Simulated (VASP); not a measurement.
A run of VASP 6.6.1 is set up as follows.

INCAR

```
SYSTEM = Cu5H
ALGO = Normal
DIPOL = 0.5 0.5 0.491
EDIFF = 1E-6
ENCUT = 520
GGA = PS
GGA_COMPAT = .False.
IDIPOL = 3
ISIF = 2
ISMEAR = 0
LASPH = .True.
LCHARG = .False.
LDIPOL = .True.
LREAL = .False.
LWAVE = .False.
NBANDS = 37
NELM = 120
NELMDL = -8
PREC = Accurate
SIGMA = 0.1
```

File KPOINTS:

```
k-points
0
Gamma
  11 11 1
  0 0 0
```

Contents of POSCAR:

```
Cu5H
1.0
    2.5196845175      0.0000000000      0.0000000000
    0.0000000000      2.5196845175      0.0000000000
    0.0000000000      0.0000000000     26.1267440352
Cu H
5 1
Direct
    0.5000000000      0.5000000000      0.3253371330
    0.0000000000      0.0000000000      0.3935310881
    0.5000000000      0.5000000000      0.4617827396
    0.0000000000      0.0000000000      0.5300381020
    0.5000000000      0.5000000000      0.5989447197
    0.0000000000      0.5000000000      0.6379013914
```

Potentials or basis: VASP PAW PBE potentials, release 64 (Cu, H).

Run with:

```bash
$ cat potpaw_PBE.64/Cu/POTCAR potpaw_PBE.64/H/POTCAR > POTCAR
$ mpirun -np 1 vasp_std > vasp.out
```

**Question.** Estimate the largest force.

**Answer.** 0.204 eV/Å.

**Question.** Estimate the band gap on the k mesh.

**Answer.** Zero (band 28 reaches 2.08 eV, above the bottom of band 29 at -2.02 eV).

Forces on the atoms (eV/Å):
```
Cu   0.000  0.000  0.173
Cu   0.000  0.000 -0.204
Cu   0.000  0.000 -0.003
Cu   0.000  0.000 -0.016
Cu   0.000  0.000  0.028
H    0.000  0.000  0.022
```

Caveat: the PAW data sets were made with another functional, which shifts forces and pressure a little.
